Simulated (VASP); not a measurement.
Set up this calculation in VASP 6.6.1, as the native input.

```
Task                   : single point
Functional             : PBE
Potentials or basis    : VASP PAW PBE potentials, release 64 (Re)
Cutoff                 : 520 eV
k mesh                 : 18 × 18 × 10
Occupations            : gaussian, width 0.1 eV
Spin                   : no spin polarisation
Dipole correction      : no
Further INCAR settings : ALGO = Fast; EDIFF = 1e-06; NBANDS = 14
```

The structure of Re lies in POSCAR:

```
Re
1.0
    2.8562678475      0.0000000000      0.0000000000
   -1.4281339237      2.4736005159      0.0000000000
    0.0000000000      0.0000000000      4.6131466465
Re
2
Direct
    0.3333333333      0.6666666667      0.2500000000
    0.6666666667      0.3333333333      0.7500000000
```

This cell differs from its parent crystal: volume scaled by 1.09, then relaxed in part.

One way to write it, as run:

INCAR

```
SYSTEM = Re
  ALGO = Fast
  EDIFF = 1E-6
  ENCUT = 520
  GGA = PE
  ISIF = 2
  ISMEAR = 0
  LASPH = .True.
  LCHARG = .False.
  LREAL = .False.
  LWAVE = .False.
  NBANDS = 14
  NELM = 80
  PREC = Accurate
  SIGMA = 0.1
```

KPOINTS

```
k-points
0
Gamma
  18 18 10
  0 0 0
```

Potentials or basis: VASP PAW PBE potentials, release 64 (Re).

Launch:

```console
$ cat potpaw_PBE.64/Re/POTCAR > POTCAR
$ mpirun -np 1 vasp_std > vasp.out
```

It gave:

The pressure is -26.7 GPa and the band gap on the k mesh is zero (band 7 reaches 7.89 eV, above the bottom of band 8 at 5.22 eV).

Caveat: spin-orbit coupling is left out, which moves the levels of the heavy elements.

Wall time 79 s on 1 thread of AMD EPYC 9R45 96-Core Processor (Zen 5), on a shared host, peak memory 0.19 GiB.
